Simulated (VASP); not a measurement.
Bi:

```xyz
4
Lattice="4.6584 0.0000 0.0000 0.0000 4.5264 0.0000 -0.3460 0.0000 6.5119" Properties=species:S:1:pos:R:3 pbc="T T T"
Bi    0.9120    1.1316    4.8757
Bi    3.4005    3.3948    1.6362
Bi    1.0780    1.1316    1.6207
Bi    3.2345    3.3948    4.8913
```

```yaml
Program: VASP 6.6.1
Task: relaxation of cell and atoms
Functional: PBEsol
Potentials_or_basis: VASP PAW PBE potentials, release 64 (Bi_d)
Cutoff: 600 eV
k_mesh: 6 × 6 × 4
Occupations: fermi-dirac, width 0.05 eV
Spin: no spin polarisation
```

At the start: pressure -1.3 GPa; volume 34.33 Å³/atom.

Question: Where does the relaxation end?

Answer: Over 16 steps the energy falls by 8.7 meV/atom and the volume is 33.41 Å³/atom (-2.7 %); space group R-3m (No. 166, to 0.1 Å) before, Pm-3m (No. 221, to 0.1 Å).

Step by step:
| step | energy change (eV) | largest force (eV/Å) | pressure (GPa) | volume (Å³) |
| --- | --- | --- | --- | --- |
| 1 | 0.0000 | 0.0026 | -1.32 | 137.31 |
| 2 | -0.0198 | 0.0076 | 0.82 | 131.74 |
| 3 | -0.0231 | 0.0056 | 0.19 | 133.18 |
| 4 | -0.0273 | 0.0055 | 0.12 | 133.39 |
| 5 | -0.0304 | 0.0055 | 0.00 | 133.76 |
| 6 | -0.0324 | 0.0051 | -0.07 | 133.90 |
| 7 | -0.0336 | 0.0043 | -0.16 | 134.10 |
| 8 | -0.0343 | 0.0036 | 0.00 | 133.75 |
| 9 | -0.0343 | 0.0043 | 0.00 | 133.65 |
| 10 | -0.0343 | 0.0038 | 0.06 | 133.45 |
| 11 | -0.0343 | 0.0058 | 0.06 | 133.52 |
| 12 | -0.0343 | 0.0057 | 0.04 | 133.58 |
| 13 | -0.0343 | 0.0047 | 0.05 | 133.55 |
| 14 | -0.0345 | 0.0026 | 0.04 | 133.61 |
| 15 | -0.0348 | 0.0013 | -0.05 | 133.79 |
| 16 | -0.0348 | 0.0009 | -0.01 | 133.65 |

Final structure:
```
CELL_PARAMETERS angstrom
4.52910 0.00000 0.10485
0.00000 4.52394 0.00000
-0.18617 0.00000 6.51840
ATOMIC_POSITIONS crystal
Bi 0.25085 0.25000 0.74876
Bi 0.74915 0.75000 0.25124
Bi 0.24946 0.25000 0.24898
Bi 0.75054 0.75000 0.75102
```

Caveat: the highest band is partly filled, so the run has too few bands; the PAW data sets were made with another functional, which shifts forces and pressure a little.
